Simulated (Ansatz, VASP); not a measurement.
Y: VASP beside Ansatz

File INCAR:

```
PREC = Accurate ; ENCUT = 520
EDIFF = 1E-7 ; ISMEAR = -1
SIGMA = 0.08 ; LREAL = False
LASPH = True ; NELM = 80
ALGO = Normal ; ISIF = 2
LWAVE = False ; LCHARG = False
GGA = PE ; NBANDS = 18
```

KPOINTS

```
Automatic mesh
0
Gamma
  12 12 7
```

POSCAR

```
Y
1.0
    3.6756820560      0.0000000000      0.0000000000
   -1.8378410280      3.1832340367      0.0000000000
    0.0000000000      0.0000000000      5.7854633609
Y
2
Direct
    0.3333333333      0.6666666667      0.2500000000
    0.6666666667      0.3333333333      0.7500000000
```

Input for Ansatz:

```yaml
crystal:
  lattice:
    - [3.675682056, 0.0, 0.0]
    - [-1.837841028, 3.1832340367, 0.0]
    - [0.0, 0.0, 5.7854633609]
  atoms:
    - { symbol: "Y", position: [0.3333333333, 0.6666666667, 0.25] }
    - { symbol: "Y", position: [0.6666666667, 0.3333333333, 0.75] }
kpoints:
  mp_grid: { grid: [12, 12, 7] }
scf:
  occupations: { method: fermi_dirac, width: 0.08 }
hamiltonian:
  xc: pbe
  pseudopotentials: { kind: all_electron, lapw: { basis_error: 0.00025 } }
output:
  forces: true
  stress: true
  eigenvalues: true
```

Change from the starting cell: volume scaled by 1.02.

Alike in both runs: task single point; functional PBE; k mesh 12 × 12 × 7; occupations fermi-dirac, width 0.08 eV; no spin polarisation.

```csv
,VASP,Ansatz
version,VASP 6.6.1,Ansatz 0.2.0
potentials or method,"VASP PAW PBE potentials, release 64 (Y_sv), cutoff 520 eV","all-electron LAPW, scalar-relativistic"
```

|  | VASP | Ansatz | Ansatz less VASP |
| --- | --- | --- | --- |
| pressure (GPa) | -1.2 | -1.1 | +0.10 |
| traceless stress, the component that is largest in VASP (GPa) | -0.35 | -0.35 | -0.002 |

Ansatz ran all-electron here, and VASP with PAW potentials.
